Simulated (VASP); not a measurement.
Runs of VASP 6.6.1 on V. The structure is that of space group P6_3/mmc (No. 194), or close to it. The cells are those of the table. 

| cell | gap on the mesh (eV) | pressure (GPa) |
| --- | --- | --- |
| a = 2.623, b = 2.623, c = 9.184 Å, angles 90.0, 90.0, 120.0°, 4 atoms | none | 0.6 |
| a = 2.551, b = 2.551, c = 8.933 Å, angles 90.0, 90.0, 120.0°, 4 atoms | none | (a) |
| a = 2.588, b = 2.588, c = 9.060 Å, angles 90.0, 90.0, 120.0°, 4 atoms | none | 8.9 |
| a = 2.514, b = 2.514, c = 8.801 Å, angles 90.0, 90.0, 120.0°, 4 atoms | none | 31.0 |

Alike in all rows: task single point; level r2SCAN; potentials or basis VASP PAW PBE potentials, release 64 (V_sv); no spin polarisation; k mesh 15 × 15 × 4; cutoff (eV) 520; smearing fermi-dirac 0.1 eV.

Problem. Estimate the missing entries.

Solution. (a) 18.9.

Caveats: the PAW data sets were made with another functional, which shifts forces and pressure a little.

A gap of «none» marks levels without a gap at the run's occupations.
